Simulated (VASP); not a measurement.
# CoSi (P2_13) in VASP: notebook, part 2 of 2

VASP 6.6.1. The steps go on from the part before.

**3. Relaxation of cell and atoms, PBEsol**

INCAR reads:

```
ALGO     = Normal         # electronic algorithm
EDIFF    = 1E-7           # SCF threshold, eV
EDIFFG   = -0.001         # ionic threshold
ENCUT    = 600            # plane-wave cutoff, eV
GGA      = PS             # functional
IBRION   = 2              # ionic algorithm
ISIF     = 3              # what is computed and relaxed
ISMEAR   = -1             # smearing method
LASPH    = True           # aspherical terms in the spheres
LCHARG   = False          # write CHGCAR
LREAL    = False          # projectors in reciprocal space
LWAVE    = False          # write WAVECAR
NELM     = 100            # most SCF steps
NSW      = 80             # ionic steps
PREC     = Accurate       # precision mode
SIGMA    = 0.15           # smearing width, eV
```

KPOINTS reads:

```
k-points
0
Gamma
  8 8 8
```

POSCAR reads:

```
CoSi
1.0
    4.3858255811      0.0000000000      0.0000000000
    0.0000000000      4.3858255811      0.0000000000
    0.0000000000      0.0000000000      4.3858255811
Co Si
4 4
Direct
    0.1456444659      0.1456444659      0.1456444659
    0.3543555341      0.8543555341      0.6456444659
    0.6456444659      0.3543555341      0.8543555341
    0.8543555341      0.6456444659      0.3543555341
    0.8433288443      0.8433288443      0.8433288443
    0.6566711557      0.1566711557      0.3433288443
    0.3433288443      0.6566711557      0.1566711557
    0.1566711557      0.3433288443      0.6566711557
```

Potentials or basis: VASP PAW PBE potentials, release 64 (Co, Si).

Command:

```
> cat potpaw_PBE.64/Co/POTCAR potpaw_PBE.64/Si/POTCAR > POTCAR
> mpirun -np 1 vasp_std > vasp.out
```

OUTCAR:

```text
EDIFF = 1E-7
   EDIFFG = -0.001
   ENCUT = 600
   GGA = PS
   IBRION = 2
   ISIF = 3
   ISMEAR = -1
   LASPH = True
   LREAL = False
   NELM = 100
   NSW = 80
   PREC = Accurate

 ion  position               nearest neighbor table
   1  0.146  0.146  0.146-   5 2.30   6 2.31   7 2.31   8 2.31   7 2.40   8 2.40   6 2.40   4 2.70
                             4 2.70   2 2.70   2 2.70   3 2.70   3 2.70
   2  0.354  0.854  0.646-   6 2.30   5 2.31   7 2.31   8 2.31   7 2.40   8 2.40   5 2.40   3 2.70
                             3 2.70   1 2.70   4 2.70   4 2.70   1 2.70
   3  0.646  0.354  0.854-   7 2.30   8 2.31   5 2.31   6 2.31   8 2.40   6 2.40   5 2.40   2 2.70
                             2 2.70   1 2.70   4 2.70   4 2.70   1 2.70
   4  0.854  0.646  0.354-   8 2.30   7 2.31   5 2.31   6 2.31   6 2.40   5 2.40   7 2.40   1 2.70
                             1 2.70   2 2.70   3 2.70   2 2.70   3 2.70
   5  0.843  0.843  0.843-   1 2.30   2 2.31   3 2.31   4 2.31   3 2.40   4 2.40   2 2.40   6 2.71
                             7 2.71   8 2.71   6 2.71   8 2.71   7 2.71
   6  0.657  0.157  0.343-   2 2.30   1 2.31   3 2.31   4 2.31   3 2.40   4 2.40   1 2.40   8 2.71
                             5 2.71   5 2.71   7 2.71   7 2.71   8 2.71
   7  0.343  0.657  0.157-   3 2.30   4 2.31   1 2.31   2 2.31   4 2.40   2 2.40   1 2.40   8 2.71
                             5 2.71   8 2.71   6 2.71   6 2.71   5 2.71
   8  0.157  0.343  0.657-   4 2.30   3 2.31   1 2.31   2 2.31   2 2.40   1 2.40   3 2.40   7 2.71
                             5 2.71   7 2.71   5 2.71   6 2.71   6 2.71

  LATTYP: Found a simple cubic cell.
 ALAT       =     4.3858255811

  Lattice vectors:

 A1 = (   4.3858255811,   0.0000000000,   0.0000000000)
 A2 = (   0.0000000000,   4.3858255811,   0.0000000000)
 A3 = (   0.0000000000,   0.0000000000,   4.3858255811)

Analysis of symmetry for initial positions (statically):
=====================================================================
 Subroutine PRICEL returns:
 Original cell was already a primitive cell.

 Routine SETGRP: Setting up the symmetry group for a
 simple cubic supercell.

 Subroutine GETGRP returns: Found 12 space group operations
 (whereof  3 operations were pure point group operations)
[... 169 lines left out ...]

 number of electron      51.9999988 magnetization

 Free energy of the ion-electron system (eV)
  ---------------------------------------------------
  ext. energy  EPLUGINS =         0.00000000
  ---------------------------------------------------
  free energy    TOTEN  =       -59.90388016 eV

  energy without entropy =      -59.70054726  energy(sigma->0) =      -59.80221371

------------------------ aborting loop because EDIFF is reached ----------------------------------------

  FORCE on cell =-STRESS in cart. coord.  units (eV):
  Direction    XX          YY          ZZ          XY          YZ          ZX
  --------------------------------------------------------------------------------------
  -------------------------------------------------------------------------------------
  Total        0.2440739      0.2440739      0.2440739      0.0000000      0.0000000      0.0000000
  in kB        4.6353000      4.6353000      4.6353000      0.0000000      0.0000000      0.0000000
  external PRESSURE =       4.6353000 kB  Pullay stress =       0.0000000 kB
[... 107 lines left out ...]
  FREE ENERGIE OF THE ION-ELECTRON SYSTEM (eV)
  ---------------------------------------------------
  free  energy   TOTEN  =       -59.9041133037 eV

  energy  without entropy=      -59.6998837647  energy(sigma->0) =      -59.80199853

[... ionic steps 4 to 9 ...]

--------------------------------------- Ionic step       10  -------------------------------------------

 number of electron      51.9999988 magnetization

------------------------ aborting loop because EDIFF is reached ----------------------------------------
[... 79 lines left out ...]
--------------------------------------- Ionic step       12  -------------------------------------------

 number of electron      51.9999988 magnetization

 Free energy of the ion-electron system (eV)
  ---------------------------------------------------
  ext. energy  EPLUGINS =         0.00000000
  ---------------------------------------------------
  free energy    TOTEN  =       -59.90413165 eV

  energy without entropy =      -59.69976264  energy(sigma->0) =      -59.80194714

 E-fermi :  12.5800     XC(G=0): -13.1193

 val. band max:       12.4358596960   @ k =   0.5000   0.5000   0.3750
 cond. band min:      12.5805708888   @ k =   0.3750   0.3750   0.3750
 fundamental gap:      0.1447111927
 Fermi energy:        12.5799886190

 k-point     1 :       0.0000    0.0000    0.0000
  band No.  band energies     occupation
      1      -1.4687      2.00000
      2       4.1377      2.00000
      3       4.1377      2.00000
      4       4.1377      2.00000
      5       6.8129      2.00000
      6       6.8129      2.00000
[... 805 lines left out ...]
     30      14.5227      0.00000
     31      15.4037      0.00000

 [... further k-points ...]
[... 5 lines left out ...]
  --------------------------------------------------------------------------------------
  -------------------------------------------------------------------------------------
  Total        0.0068932      0.0068932      0.0068932      0.0000000      0.0000000      0.0000000
  in kB        0.1306531      0.1306531      0.1306531      0.0000000      0.0000000      0.0000000
  external PRESSURE =       0.1306531 kB  Pullay stress =       0.0000000 kB
[... 23 lines left out ...]
  FREE ENERGIE OF THE ION-ELECTRON SYSTEM (eV)
  ---------------------------------------------------
  free  energy   TOTEN  =       -59.9041316514 eV

  energy  without entropy=      -59.6997626353  energy(sigma->0) =      -59.80194714

 reached required accuracy - stopping structural energy minimisation
```

It took 5.6 min on 1 thread of Intel Xeon 6975P-C (Granite Rapids), shared host; peak memory 0.28 GiB.

What came out:

```yaml
Free_energy: -59.9041 eV
Relaxed_volume: 10.57 Å³/atom
Relaxed_cell: a = 4.389 Å, b = 4.389 Å, c = 4.389 Å, α = 90.00°, β = 90.00°, γ = 90.00°
Space_group_after_relaxing_to_0.1_Å: P2_13 (No. 198)
Energy_gained_by_relaxing: 0.0 meV/atom
Ionic_steps: 12
Pressure_after_relaxing: 0.0 GPa
Band_gap_on_the_k_mesh: zero (bands 26 and 27 overlap by 0.22 eV)
```

The path:
| step | energy change (eV) | largest force (eV/Å) | pressure (GPa) | volume (Å³) |
| --- | --- | --- | --- | --- |
| 1 | 0.0000 | 0.0057 | 0.46 | 84.36 |
| 2 | 0.0002 | 0.0127 | -0.60 | 84.74 |
| 3 | -0.0002 | 0.0087 | 0.00 | 84.52 |
| 4 | -0.0002 | 0.0088 | 0.00 | 84.53 |
| 5 | -0.0001 | 0.0107 | -0.31 | 84.63 |
| 6 | -0.0002 | 0.0088 | -0.01 | 84.53 |
| 7 | -0.0002 | 0.0059 | 0.03 | 84.53 |
| 8 | -0.0003 | 0.0020 | -0.02 | 84.54 |
| 9 | -0.0003 | 0.0003 | -0.06 | 84.54 |
| 10 | -0.0002 | 0.0030 | 0.10 | 84.50 |
| 11 | -0.0003 | 0.0008 | 0.03 | 84.53 |
| 12 | -0.0003 | 0.0005 | 0.01 | 84.53 |

Final structure:
```yaml
crystal:
  lattice:
    - [4.38872, 0.00000, 0.00000]
    - [0.00000, 4.38872, 0.00000]
    - [0.00000, 0.00000, 4.38872]
  atoms:
    - { symbol: Co, position: [0.14549, 0.14549, 0.14549] }
    - { symbol: Co, position: [0.35451, 0.85451, 0.64549] }
    - { symbol: Co, position: [0.64549, 0.35451, 0.85451] }
    - { symbol: Co, position: [0.85451, 0.64549, 0.35451] }
    - { symbol: Si, position: [0.84330, 0.84330, 0.84330] }
    - { symbol: Si, position: [0.65670, 0.15670, 0.34330] }
    - { symbol: Si, position: [0.34330, 0.65670, 0.15670] }
    - { symbol: Si, position: [0.15670, 0.34330, 0.65670] }
```

Caveat: the PAW data sets were made with another functional, which shifts forces and pressure a little; the run has no spin polarisation, though such a crystal can be magnetic. Spin polarisation is off, so any magnetic state and its effect on volume and gap are missing.

**4. Single point, PBEsol**

INCAR reads:

```
PREC     = Accurate       # precision mode
ENCUT    = 520            # plane-wave cutoff, eV
EDIFF    = 1E-6           # SCF threshold, eV
ISMEAR   = 0              # smearing method
SIGMA    = 0.1            # smearing width, eV
LREAL    = F              # projectors in reciprocal space
LASPH    = T              # aspherical terms in the spheres
NELM     = 60             # most SCF steps
ALGO     = Normal         # electronic algorithm
ISIF     = 2              # what is computed and relaxed
LWAVE    = F              # write WAVECAR
LCHARG   = F              # write CHGCAR
GGA      = PS             # functional
NBANDS   = 36             # bands
```

KPOINTS reads:

```
regular mesh
0
Gamma
  8 8 8
```

POSCAR reads:

```
CoSi
1.0
    4.3858255942      0.0000000000      0.0000000000
    0.0000000000      4.3858255942      0.0000000000
    0.0000000000      0.0000000000      4.3858255942
Co Si
4 4
Direct
    0.1456444670      0.1456444670      0.1456444670
    0.3543555330      0.8543555330      0.6456444670
    0.6456444670      0.3543555330      0.8543555330
    0.8543555330      0.6456444670      0.3543555330
    0.8433288428      0.8433288428      0.8433288428
    0.6566711572      0.1566711572      0.3433288428
    0.3433288428      0.6566711572      0.1566711572
    0.1566711572      0.3433288428      0.6566711572
```

Command:

```
> cat potpaw_PBE.64/Co/POTCAR potpaw_PBE.64/Si/POTCAR > POTCAR
> mpirun -np 1 vasp_std > vasp.out
```

Wall time 69 s (1 thread of Intel Xeon 6975P-C (Granite Rapids), shared host); peak memory 0.25 GiB.

It converged, with:

```yaml
Free_energy: -59.8271 eV
Pressure: 0.2 GPa
Largest_force: 0.008 eV/Å
Band_gap_on_the_k_mesh: zero (bands 26 and 27 overlap by 0.23 eV)
```

Forces in eV/Å, atoms in the order of the input:
```
Co   0.005  0.005  0.005
Co  -0.005 -0.005  0.005
Co   0.005 -0.005 -0.005
Co  -0.005  0.005 -0.005
Si   0.000  0.000  0.000
Si   0.000  0.000  0.000
Si   0.000  0.000  0.000
Si   0.000  0.000  0.000
```

Levels at points of the mesh, in eV from the Fermi level:
| k point | band 23 | band 24 | band 25 | band 26 | band 27 | band 28 | band 29 | band 30 |
| --- | --- | --- | --- | --- | --- | --- | --- | --- |
| (0.00, 0.00, 0.00) | -0.82 | -0.82 | -0.02 | -0.02 | -0.02 | 2.64 | 2.64 | 2.64 |
| (0.50, 0.00, 0.00) | -0.69 | -0.69 | -0.52 | -0.52 | 1.03 | 1.03 | 1.59 | 1.59 |
| (0.50, 0.50, 0.00) | -1.05 | -1.05 | -0.05 | -0.05 | 0.61 | 0.61 | 2.12 | 2.12 |
| (0.50, 0.50, 0.50) | -1.29 | -1.29 | -0.24 | -0.24 | -0.24 | -0.24 | 5.61 | 5.61 |

Caveat: the PAW data sets were made with another functional, which shifts forces and pressure a little; the run has no spin polarisation, though such a crystal can be magnetic. Spin polarisation is off, so any magnetic state and its effect on volume and gap are missing.

**5. Single point, PBEsol**

INCAR reads:

```
SYSTEM = CoSi
  ALGO = Normal
  EDIFF = 1E-7
  ENCUT = 520
  GGA = PS
  ISIF = 2
  ISMEAR = -1
  LASPH = .TRUE.
  LCHARG = .FALSE.
  LREAL = .FALSE.
  LWAVE = .FALSE.
  NBANDS = 36
  NELM = 80
  PREC = Accurate
  SIGMA = 0.15
```

KPOINTS reads:

```
k-points
0
G
  8 8 8
  0 0 0
```

POSCAR reads:

```
CoSi
1.0
    4.3878958399      0.0000000000      0.0000000000
    0.0000000000      4.3878958399      0.0000000000
    0.0000000000      0.0000000000      4.3878958399
Co Si
4 4
Direct
    0.1453757191      0.1453757191      0.1453757191
    0.3546242809      0.8546242809      0.6453757191
    0.6453757191      0.3546242809      0.8546242809
    0.8546242809      0.6453757191      0.3546242809
    0.8432734665      0.8432734665      0.8432734665
    0.6567265335      0.1567265335      0.3432734665
    0.3432734665      0.6567265335      0.1567265335
    0.1567265335      0.3432734665      0.6567265335
```

Command:

```
> cat potpaw_PBE.64/Co/POTCAR potpaw_PBE.64/Si/POTCAR > POTCAR
> mpirun -np 1 vasp_std > vasp.out
```

Run time: 63 s. Hardware: 1 thread of Intel Xeon 6975P-C (Granite Rapids), shared host; peak memory 0.26 GiB.

The run converged. Its results:

```yaml
Free_energy: -59.9044 eV
Pressure: 0.2 GPa
Largest_force: 0.009 eV/Å
Band_gap_on_the_k_mesh: zero (bands 26 and 27 overlap by 0.22 eV)
```

Forces in eV/Å, atoms in the order of the input:
```
Co   0.005  0.005  0.005
Co  -0.005 -0.005  0.005
Co   0.005 -0.005 -0.005
Co  -0.005  0.005 -0.005
Si   0.002  0.002  0.002
Si  -0.002 -0.002  0.002
Si   0.002 -0.002 -0.002
Si  -0.002  0.002 -0.002
```

Levels at points of the mesh, in eV from the Fermi level:
| k point | band 24 | band 25 | band 26 | band 27 | band 28 | band 29 |
| --- | --- | --- | --- | --- | --- | --- |
| (0.00, 0.00, 0.00) | -0.95 | -0.15 | -0.15 | -0.15 | 2.51 | 2.51 |
| (0.50, 0.00, 0.00) | -0.81 | -0.65 | -0.65 | 0.90 | 0.90 | 1.46 |
| (0.50, 0.50, 0.00) | -1.18 | -0.18 | -0.18 | 0.48 | 0.48 | 1.98 |
| (0.50, 0.50, 0.50) | -1.42 | -0.37 | -0.37 | -0.37 | -0.37 | 5.48 |

Caveat: the PAW data sets were made with another functional, which shifts forces and pressure a little; the run has no spin polarisation, though such a crystal can be magnetic. Spin polarisation is off, so any magnetic state and its effect on volume and gap are missing.

**6. Overview**

| task | cell | cutoff (eV) | smearing | gap on the mesh (eV) | pressure (GPa) | largest force (eV/Å) |
| --- | --- | --- | --- | --- | --- | --- |
| single point | a = 4.388 Å, 8 atoms | 520 | fermi-dirac 0.15 eV | none | 0.2 | 0.01 |
| relaxation of cell and atoms | relaxed from a = 4.386 Å, 8 atoms | 600 | fermi-dirac 0.15 eV | none | 0.0 | - |
| single point | a = 4.386 Å, 8 atoms | 520 | gaussian 0.1 eV | none | 0.2 | 0.01 |

Alike in all rows: level PBEsol; potentials or basis VASP PAW PBE potentials, release 64 (Co, Si); no spin polarisation; k mesh 8 × 8 × 8.

Caveats: the PAW data sets were made with another functional, which shifts forces and pressure a little; the run has no spin polarisation, though such a crystal can be magnetic.

Absolute energies hang on the potentials; compare differences alone.
